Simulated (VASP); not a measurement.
# MgSe (Fm-3m) in VASP: a series of runs

MgSe is run at these levels: PBE; tasks: single point.

Program: VASP 6.6.1. These are calculated values, not measurements. Logs are shortened: lines on timing, memory, paths and dates and some standing lists are left out, and cuts for length are marked.

**1. The cell of the first run**

Symmetry: Fm-3m, No. 225, cubic system. Conventional cell: a = 5.377 Å, b = 5.377 Å, c = 5.377 Å, α = 90.00°, β = 90.00°, γ = 90.00°. Mg (site symmetry m-3m) has 6 Se at 2.69 Å within 3.5 Å. Se (site symmetry m-3m) has 6 Mg at 2.69 Å within 3.5 Å.

**2. Single point, PBE (volume scaled by 0.96)**

INCAR

```
ALGO = Normal ; EDIFF = 1E-6
ENCUT = 600 ; GGA = PE
GGA_COMPAT = False ; ISIF = 2
ISMEAR = -1 ; LASPH = True
LCHARG = False ; LREAL = False
LWAVE = False ; NBANDS = 11
NELM = 120 ; PREC = Accurate
SIGMA = 0.02
```

KPOINTS

```
k-points
0
Gamma
  8 8 8
```

POSCAR

```
MgSe
1.0
    0.0000000000      2.6886644034      2.6886644034
    2.6886644034      0.0000000000      2.6886644034
    2.6886644034      2.6886644034      0.0000000000
Mg Se
1 1
Direct
    0.0000000000      0.0000000000      0.0000000000
    0.5000000000      0.5000000000      0.5000000000
```

Potentials or basis: VASP PAW PBE potentials, release 64 (Mg, Se).

Run with:

```sh
$ cat potpaw_PBE.64/Mg/POTCAR potpaw_PBE.64/Se/POTCAR > POTCAR
$ mpirun -np 1 vasp_std > vasp.out
```

OUTCAR:

```text
EDIFF = 1E-6
   ENCUT = 600
   GGA = PE
   ISIF = 2
   ISMEAR = -1
   LASPH = True
   LREAL = False
   NELM = 120
   PREC = Accurate

 ion  position               nearest neighbor table
   1  0.000  0.000  0.000-   2 2.69   2 2.69   2 2.69   2 2.69   2 2.69   2 2.69
   2  0.500  0.500  0.500-   1 2.69   1 2.69   1 2.69   1 2.69   1 2.69   1 2.69

  LATTYP: Found a face centered cubic cell.
 ALAT       =     5.3773288068

  Lattice vectors:

 A1 = (   0.0000000000,   2.6886644034,   2.6886644034)
 A2 = (   2.6886644034,   0.0000000000,   2.6886644034)
 A3 = (   2.6886644034,   2.6886644034,   0.0000000000)

Analysis of symmetry for initial positions (statically):
=====================================================================
 Subroutine PRICEL returns:
 Original cell was already a primitive cell.

 Routine SETGRP: Setting up the symmetry group for a
 face centered cubic supercell.

 Subroutine GETGRP returns: Found 48 space group operations
 (whereof 48 operations were pure point group operations)
 out of a pool of 48 trial point group operations.

The static configuration has the point symmetry O_h .

Analysis of symmetry for dynamics (positions and initial velocities):
=====================================================================
 Subroutine PRICEL returns:
 Original cell was already a primitive cell.

 Routine SETGRP: Setting up the symmetry group for a
 face centered cubic supercell.

 Subroutine GETGRP returns: Found 48 space group operations
 (whereof 48 operations were pure point group operations)
 out of a pool of 48 trial point group operations.

The dynamic configuration has the point symmetry O_h .

 Subroutine INISYM returns: Found 48 space group operations
 (whereof 48 operations are pure point group operations),
 and found     1 'primitive' translations

----------------------------------------------------------------------------------------

                                     Primitive cell

  volume of cell :      38.8723

  direct lattice vectors                    reciprocal lattice vectors
     0.000000000  2.688664403  2.688664403    -0.185965939  0.185965939  0.185965939
     2.688664403  0.000000000  2.688664403     0.185965939 -0.185965939  0.185965939
     2.688664403  2.688664403  0.000000000     0.185965939  0.185965939 -0.185965939

  length of vectors
     3.802345664  3.802345664  3.802345664     0.322102455  0.322102455  0.322102455

  position of ions in fractional coordinates (direct lattice)
     0.000000000  0.000000000  0.000000000
     0.500000000  0.500000000  0.500000000

  ion indices of the primitive-cell ions
   primitive index   ion index
                 1           1
                 2           2

----------------------------------------------------------------------------------------

 KPOINTS: k-points

Automatic generation of k-mesh.
 Grid dimensions read from file:
 generate k-points for:    8    8    8

 Generating k-lattice:

  Cartesian coordinates                     Fractional coordinates (reciprocal lattice)
    -0.023245742  0.023245742  0.023245742     0.125000000  0.000000000  0.000000000
     0.023245742 -0.023245742  0.023245742     0.000000000  0.125000000  0.000000000
     0.023245742  0.023245742 -0.023245742     0.000000000  0.000000000  0.125000000

  Length of vectors
     0.040262807  0.040262807  0.040262807

  Shift w.r.t. Gamma in fractional coordinates (k-lattice)
     0.000000000  0.000000000  0.000000000

 Subroutine IBZKPT returns following result:
 ===========================================

 Found     29 irreducible k-points:

 Following reciprocal coordinates:
            Coordinates               Weight
  0.000000  0.000000  0.000000      1.000000
  0.125000  0.000000  0.000000      8.000000
  0.250000  0.000000  0.000000      8.000000
  0.375000  0.000000  0.000000      8.000000
  0.500000  0.000000  0.000000      4.000000
  0.125000  0.125000  0.000000      6.000000
[... 16 lines left out ...]
  0.500000  0.250000  0.125000     48.000000
 -0.375000  0.250000  0.125000     24.000000
 [... further k-points ...]
   k-points           NKPTS =     29   k-points in BZ     NKDIM =     29   number of bands    NBANDS=     11
   number of dos      NEDOS =    301   number of ions     NIONS =      2
   total plane-waves  NPLWV =  27000
   dimension x,y,z NGX =    30 NGY =   30 NGZ =   30
   dimension x,y,z NGXF=    60 NGYF=   60 NGZF=   60
   ions per type =               1   1
   NGX,Y,Z   is equivalent  to a cutoff of  13.12, 13.12, 13.12 a.u.
   NGXF,Y,Z  is equivalent  to a cutoff of  26.23, 26.23, 26.23 a.u.
 SYSTEM =  unknown system
   PREC   = accura    normal or accurate (medium, high low for compatibility)
   ISTART =      0    job   : 0-new  1-cont  2-samecut
   ICHARG =      2    charge: 1-file 2-atom 10-const
   ISPIN  =      1    spin polarized calculation?
   LNONCOLLINEAR =      F non collinear calculations
   LSORBIT =      F    spin-orbit coupling
   LASPH  =      T    aspherical Exc in radial PAW
   ENCUT  =  600.0 eV  44.10 Ry    6.64 a.u.   7.59  7.59  7.59*2*pi/ulx,y,z
   NELM   =    120;   NELMIN=  2; NELMDL= -5     # of ELM steps
   EDIFF  = 0.1E-05   stopping-criterion for ELM
   LREAL  =      F    real-space projection
   EDIFFG = 0.1E-04   stopping-criterion for IOM
   NSW    =      0    number of steps for IOM
   IBRION =     -1    ionic relax: 0-MD 1-quasi-New 2-CG
   NFREE  =      0    steps in history (QN), initial steepest desc. (CG)
   ISIF   =      2    stress and relaxation
   ISYM   =      2    0-nonsym 1-usesym 2-fastsym
   POTIM  = 0.5000    time-step for ionic-motion
   TEBEG  =    0.0;   TEEND  =   0.0 temperature during run
   PSTRESS=    0.0 pullay stress
   NELECT =       8.0000    total number of electrons
   NUPDOWN=      -1.0000    fix difference up-down
   EMIN   =  10.00;   EMAX   =-10.00  energy-range for DOS
   EFERMI =   0.00;   METHOD = LEGACY
   ISMEAR =    -1;   SIGMA  =   0.02  broadening in eV -4-tet -1-fermi 0-gaus
   EFERMI_NEDOS =   21; number of points for ismear=-14 and -15
   IALGO  =     38    algorithm
   IMIX   =      4    mixing-type and parameters
     AMIX     =   0.40;   BMIX     =  1.00
     AMIX_MAG =   1.60;   BMIX_MAG =  1.00
  volume/ion in A,a.u.               =      19.44       131.16
  Fermi-wavevector in a.u.,A,eV,Ry     =   0.966551  1.826517 12.710853  0.934221
  Thomas-Fermi vector in A             =   2.096362
   LORBIT       =      0    0 simple, 1 ext, 2 COOP (PROOUT), +10 PAW based schemes
   GGA     = PE    functional components
   LHFCALC =     F    Hartree Fock is set to
   AEXX    =    0.0000 exact exchange contribution
   IVDW    =     0    specifies the selected vdW correction
   LEPSILON=     F    determine dielectric tensor
   LRPA    =     F    only Hartree local field effects (RPA)
 non-spin polarized calculation
  energy-cutoff  :      600.00
  volume of cell :       38.87
 maximum number of plane-waves:      1316
   NGX = 15   NGY = 15   NGZ = 15

 number of electron       8.0000000 magnetization

 Free energy of the ion-electron system (eV)
  ---------------------------------------------------
  ext. energy  EPLUGINS =         0.00000000
  ---------------------------------------------------
  free energy    TOTEN  =        -7.44933064 eV

  energy without entropy =       -7.44933064  energy(sigma->0) =       -7.44933064

 E-fermi :   3.9778     XC(G=0):  -9.6560

 val. band max:        3.5822778969   @ k =   0.0000   0.0000   0.0000
 cond. band min:       5.4525823669   @ k =   0.5000   0.5000   0.0000
 fundamental gap:      1.8703044700
 Fermi energy:         3.9778141206

 k-point     1 :       0.0000    0.0000    0.0000
  band No.  band energies     occupation
      1      -9.5970      2.00000
      2       3.5823      2.00000
      3       3.5823      2.00000
      4       3.5823      2.00000
      5       6.4635      0.00000
      6      10.9751      0.00000
      7      10.9751      0.00000
      8      10.9751      0.00000
      9      13.6243      0.00000
     10      13.6243      0.00000
     11      14.6053      0.00000

 k-point     2 :       0.1250    0.0000    0.0000
  band No.  band energies     occupation
      1      -9.4543      2.00000
      2       2.3349      2.00000
      3       3.4718      2.00000
      4       3.4718      2.00000
      5       7.4091      0.00000
      6      10.6972      0.00000
      7      11.2244      0.00000
      8      11.2244      0.00000
      9      12.6445      0.00000
     10      12.6445      0.00000
     11      14.6037      0.00000

 k-point     3 :       0.2500    0.0000    0.0000
  band No.  band energies     occupation
      1      -9.0694      2.00000
      2       0.4546      2.00000
      3       3.2341      2.00000
      4       3.2341      2.00000
      5       7.8421      0.00000
      6      10.7087      0.00000
      7      10.7087      0.00000
      8      11.5823      0.00000
      9      13.2419      0.00000
     10      13.2419      0.00000
     11      13.7871      0.00000

 k-point     4 :       0.3750    0.0000    0.0000
  band No.  band energies     occupation
      1      -8.6035      2.00000
      2      -1.0203      2.00000
      3       3.0278      2.00000
      4       3.0278      2.00000
      5       7.5857      0.00000
      6       9.9879      0.00000
      7       9.9879      0.00000
      8      12.6425      0.00000
      9      14.0970      0.00000
     10      15.2278      0.00000
     11      15.2278      0.00000
[... 239 lines left out ...]
 k-point    22 :       0.3750    0.2500    0.1250
  band No.  band energies     occupation
      1      -8.7683      2.00000
      2       0.1893      2.00000
      3       1.9400      2.00000
      4       2.8268      2.00000
      5       8.6080      0.00000
      6       9.5859      0.00000
      7      10.0203      0.00000
      8      12.2066      0.00000
      9      13.2337      0.00000
     10      16.2477      0.00000
     11      16.7764      0.00000

 k-point    23 :       0.5000    0.2500    0.1250
  band No.  band energies     occupation
      1      -8.3752      2.00000
      2      -0.6694      2.00000
      3       1.3677      2.00000
      4       2.4693      2.00000
      5       8.4532      0.00000
      6       9.3816      0.00000
      7      10.8940      0.00000
      8      12.0988      0.00000
      9      14.7272      0.00000
     10      16.4753      0.00000
     11      17.2831      0.00000

 k-point    24 :      -0.3750    0.2500    0.1250
  band No.  band energies     occupation
      1      -8.1887      2.00000
      2      -1.0640      2.00000
      3       1.2203      2.00000
      4       2.2844      2.00000
      5       8.4195      0.00000
      6       9.0862      0.00000
      7      11.4860      0.00000
      8      12.8559      0.00000
      9      14.8149      0.00000
     10      15.6394      0.00000
     11      17.9099      0.00000

 [... further k-points ...]
[... 5 lines left out ...]
  --------------------------------------------------------------------------------------
  -------------------------------------------------------------------------------------
  Total        1.2042630      1.2042630      1.2042630     -0.0000000      0.0000000     -0.0000000
  in kB       49.6354710     49.6354710     49.6354710     -0.0000000      0.0000000     -0.0000000
  external PRESSURE =      49.6354710 kB  Pullay stress =       0.0000000 kB

 VOLUME and BASIS-vectors are now :
 -----------------------------------------------------------------------------
  energy-cutoff  :      600.00
  volume of cell :       38.87
      direct lattice vectors                 reciprocal lattice vectors
     0.000000000  2.688664403  2.688664403    -0.185965939  0.185965939  0.185965939
     2.688664403  0.000000000  2.688664403     0.185965939 -0.185965939  0.185965939
     2.688664403  2.688664403  0.000000000     0.185965939  0.185965939 -0.185965939

 POSITION                                       TOTAL-FORCE (eV/Angst)
 -----------------------------------------------------------------------------------
      0.00000      0.00000      0.00000         0.000000      0.000000     -0.000000
      2.68866      2.68866      2.68866        -0.000000     -0.000000      0.000000
 -----------------------------------------------------------------------------------
    total drift:                               -0.000000     -0.000000      0.000000

  FREE ENERGIE OF THE ION-ELECTRON SYSTEM (eV)
  ---------------------------------------------------
  free  energy   TOTEN  =        -7.4493306358 eV

  energy  without entropy=       -7.4493306358  energy(sigma->0) =       -7.44933064
```

Run time: 20 s. Hardware: 1 thread of AMD EPYC 7R43 (Zen 3), shared host; peak memory 0.14 GiB.

Results:

```yaml
Free_energy: -7.4493 eV
Pressure: 5.0 GPa
Band_gap_on_the_k_mesh: 1.87 eV, indirect (least direct gap 2.88 eV)
```

 A k mesh can miss the band edges.

**3. Single point, PBE (volume scaled by 0.98)**

INCAR

```
ALGO = Normal
EDIFF = 1E-6
ENCUT = 600
GGA = PE
GGA_COMPAT = False
ISIF = 2
ISMEAR = -1
LASPH = True
LCHARG = True
LELF = True
LREAL = False
LVHAR = True
LWAVE = False
NBANDS = 11
NELM = 120
PREC = Accurate
SIGMA = 0.02
```

KPOINTS is that of step 2.

POSCAR

```
MgSe
1.0
    0.0000000000      2.7072075025      2.7072075025
    2.7072075025      0.0000000000      2.7072075025
    2.7072075025      2.7072075025      0.0000000000
Mg Se
1 1
Direct
    0.0000000000      0.0000000000      0.0000000000
    0.5000000000      0.5000000000      0.5000000000
```

Potentials or basis: VASP PAW PBE potentials, release 64 (Mg, Se).

Run with:

```sh
$ cat potpaw_PBE.64/Mg/POTCAR potpaw_PBE.64/Se/POTCAR > POTCAR
$ mpirun -np 1 vasp_std > vasp.out
```

Run time: 21 s. Hardware: 1 thread of AMD EPYC 7R43 (Zen 3), shared host; peak memory 0.15 GiB.

It converged, with:

```yaml
Free_energy: -7.4703 eV
Pressure: 3.4 GPa
Band_gap_on_the_k_mesh: 1.84 eV, indirect (least direct gap 2.74 eV)
```

Levels at points of the mesh, in eV from the valence-band top:
| k point | band 2 | band 3 | band 4 | band 5 | band 6 | band 7 |
| --- | --- | --- | --- | --- | --- | --- |
| (0.00, 0.00, 0.00) | 0.00 | 0.00 | 0.00 | 2.74 | 7.40 | 7.40 |
| (0.50, 0.00, 0.00) | -5.06 | -0.61 | -0.61 | 3.85 | 6.12 | 6.12 |
| (0.50, 0.50, 0.00) | -4.38 | -1.84 | -1.84 | 1.84 | 3.90 | 11.95 |

 A k mesh can miss the band edges.

**4. Single point, PBE (volume scaled by 1.02)**

Edit INCAR of step 3 so:

```diff
@@ -8,6 +8,4 @@
 LASPH = True
-LCHARG = True
-LELF = True
+LCHARG = False
 LREAL = False
-LVHAR = True
 LWAVE = False
```

KPOINTS is that of step 3.

POSCAR

```
MgSe
1.0
    0.0000000000      2.7435501949      2.7435501949
    2.7435501949      0.0000000000      2.7435501949
    2.7435501949      2.7435501949      0.0000000000
Mg Se
1 1
Direct
    0.0000000000      0.0000000000      0.0000000000
    0.5000000000      0.5000000000      0.5000000000
```

Potentials or basis: VASP PAW PBE potentials, release 64 (Mg, Se).

Run with:

```sh
$ cat potpaw_PBE.64/Mg/POTCAR potpaw_PBE.64/Se/POTCAR > POTCAR
$ mpirun -np 1 vasp_std > vasp.out
```

OUTCAR:

```text
EDIFF = 1E-6
   ENCUT = 600
   GGA = PE
   ISIF = 2
   ISMEAR = -1
   LASPH = True
   LREAL = False
   NELM = 120
   PREC = Accurate

 ion  position               nearest neighbor table
   1  0.000  0.000  0.000-   2 2.74   2 2.74   2 2.74   2 2.74   2 2.74   2 2.74
   2  0.500  0.500  0.500-   1 2.74   1 2.74   1 2.74   1 2.74   1 2.74   1 2.74

  LATTYP: Found a face centered cubic cell.
 ALAT       =     5.4871003898

  Lattice vectors:

 A1 = (   0.0000000000,   2.7435501949,   2.7435501949)
 A2 = (   2.7435501949,   0.0000000000,   2.7435501949)
 A3 = (   2.7435501949,   2.7435501949,   0.0000000000)

Analysis of symmetry for initial positions (statically):
=====================================================================
 Subroutine PRICEL returns:
 Original cell was already a primitive cell.

 Routine SETGRP: Setting up the symmetry group for a
 face centered cubic supercell.

 Subroutine GETGRP returns: Found 48 space group operations
 (whereof 48 operations were pure point group operations)
 out of a pool of 48 trial point group operations.

The static configuration has the point symmetry O_h .

Analysis of symmetry for dynamics (positions and initial velocities):
[... 162 lines left out ...]
 fundamental gap:      1.7684600451
 Fermi energy:         3.4434801803

 k-point     1 :       0.0000    0.0000    0.0000
  band No.  band energies     occupation
      1      -9.7732      2.00000
      2       3.0624      2.00000
      3       3.0624      2.00000
      4       3.0624      2.00000
      5       5.5279      0.00000
      6      10.4807      0.00000
      7      10.4807      0.00000
      8      10.4807      0.00000
      9      12.9963      0.00000
     10      12.9963      0.00000
     11      14.0169      0.00000
[... 309 lines left out ...]
 k-point    24 :      -0.3750    0.2500    0.1250
  band No.  band energies     occupation
      1      -8.5361      2.00000
      2      -1.2705      2.00000
      3       0.8961      2.00000
      4       1.8841      2.00000
      5       7.7556      0.00000
      6       8.4444      0.00000
      7      10.7538      0.00000
      8      12.0411      0.00000
      9      14.0548      0.00000
     10      14.6731      0.00000
     11      17.0696      0.00000

 [... further k-points ...]
[... 5 lines left out ...]
  --------------------------------------------------------------------------------------
  -------------------------------------------------------------------------------------
  Total        0.1532789      0.1532789      0.1532789     -0.0000000      0.0000000     -0.0000000
  in kB        5.9459907      5.9459907      5.9459907     -0.0000000      0.0000000     -0.0000000
  external PRESSURE =       5.9459907 kB  Pullay stress =       0.0000000 kB

 VOLUME and BASIS-vectors are now :
 -----------------------------------------------------------------------------
  energy-cutoff  :      600.00
  volume of cell :       41.30
      direct lattice vectors                 reciprocal lattice vectors
     0.000000000  2.743550195  2.743550195    -0.182245618  0.182245618  0.182245618
     2.743550195  0.000000000  2.743550195     0.182245618 -0.182245618  0.182245618
     2.743550195  2.743550195  0.000000000     0.182245618  0.182245618 -0.182245618

 POSITION                                       TOTAL-FORCE (eV/Angst)
 -----------------------------------------------------------------------------------
      0.00000      0.00000      0.00000        -0.000000      0.000000     -0.000000
      2.74355      2.74355      2.74355         0.000000      0.000000      0.000000
 -----------------------------------------------------------------------------------
    total drift:                               -0.000000     -0.000000      0.000000

  FREE ENERGIE OF THE ION-ELECTRON SYSTEM (eV)
  ---------------------------------------------------
  free  energy   TOTEN  =        -7.4897805952 eV

  energy  without entropy=       -7.4897805952  energy(sigma->0) =       -7.48978060
```

stdout:

```text
POSCAR found type information on POSCAR MgSe
 POSCAR found :  2 types and       2 ions
 scaLAPACK will be used
 LDA part: xc-table for (Slater+PW92), standard interpolation
 POSCAR, INCAR and KPOINTS ok, starting setup
 FFT: planning ... GRIDC
 FFT: planning ... GRID_SOFT
 FFT: planning ... GRID
 WAVECAR not read
 entering main loop
```

Wall time 19 s (1 thread of AMD EPYC 7R43 (Zen 3), shared host); peak memory 0.14 GiB.

Results:

| Item | Value |
| --- | --- |
| Free energy | -7.4898 eV |
| Pressure | 0.6 GPa |
| Band gap on the k mesh | 1.77 eV, indirect (least direct gap 2.47 eV) |

 A k mesh can miss the band edges.

**5. The runs side by side**

| cell | gap on the mesh (eV) | pressure (GPa) |
| --- | --- | --- |
| a = 3.802 Å, angles 60.0°, 2 atoms | 1.87 | 5.0 |
| a = 3.829 Å, angles 60.0°, 2 atoms | 1.84 | 3.4 |
| a = 3.880 Å, angles 60.0°, 2 atoms | 1.77 | 0.6 |

Alike in all rows: task single point; level PBE; potentials or basis VASP PAW PBE potentials, release 64 (Mg, Se); no spin polarisation; k mesh 8 × 8 × 8; cutoff (eV) 600; smearing fermi-dirac 0.02 eV.

Absolute energies hang on the potentials; compare differences alone.
